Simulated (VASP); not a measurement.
# FeO: single point with PBE+U

Crystal: FeO.

```
Fe O
1.0
    -0.06122    2.15379    2.15379
     2.15379   -0.06122    2.15379
     2.15379    2.15379   -0.06122
Fe O
1 1
Cartesian
  0.0000 0.0000 0.0000
  2.1232 2.1232 2.1232
```

```json
{
 "Program": "VASP 6.6.1",
 "Task": "single point",
 "Functional": "PBE",
 "Potentials or basis": "VASP PAW PBE potentials, release 64 (Fe, O)",
 "Cutoff": "520 eV",
 "k mesh": "11 × 11 × 11",
 "Occupations": "fermi-dirac, width 0.05 eV",
 "Spin": "collinear spin, ferromagnetic start",
 "Starting moments": "[3.0, 0.0] μB",
 "Hubbard terms": "Fe d U = 2.0 eV"
}
```

```yaml
Pressure: -6.9 GPa
Band_gap_on_the_k_mesh: zero (filled and empty bands overlap)
Net_moment: 4.00 μB per cell
Site_moments: Fe +3.72; O +0.25 μB
Valence_electrons_inside_the_program's_atomic_spheres: Fe 6.67; O 4.98
```

Stress tensor (GPa, compression positive):
```
-6.88  1.12  1.12
 1.12 -6.88  1.12
 1.12  1.12 -6.88
```

Levels at points of the mesh, in eV from the Fermi level:
Spin up:
```tsv
k point	band 6	band 7	band 8	band 9	band 10	band 11	band 12	band 13
(0.00, 0.00, 0.00)	-4.97	-3.84	-3.84	-3.60	-0.32	15.11	15.55	15.55
```
Spin down:
| k point | band 3 | band 4 | band 5 | band 6 | band 7 | band 8 |
| --- | --- | --- | --- | --- | --- | --- |
| (0.00, 0.00, 0.00) | -3.39 | -3.14 | -0.75 | -0.75 | -0.57 | 0.47 |

Eigenvalues of the final occupation matrices:
| site | spin | trace | eigenvalues |
| --- | --- | --- | --- |
| site 1 d | 1 | 4.87 | 0.96 0.96 0.96 1.00 1.00 |
| site 1 d | 2 | 1.20 | 0.12 0.12 0.32 0.32 0.32 |

Run time: 41 s on 1 thread of Intel(R) Xeon(R) 6975P-C (Granite Rapids) (shared host), peak memory 0.21 GiB.

Caveat: the cell stands under tension; a cell with one magnetic atom can't hold antiferromagnetic order, which such compounds often take. The state reached can hang on the start; a lower one may exist.
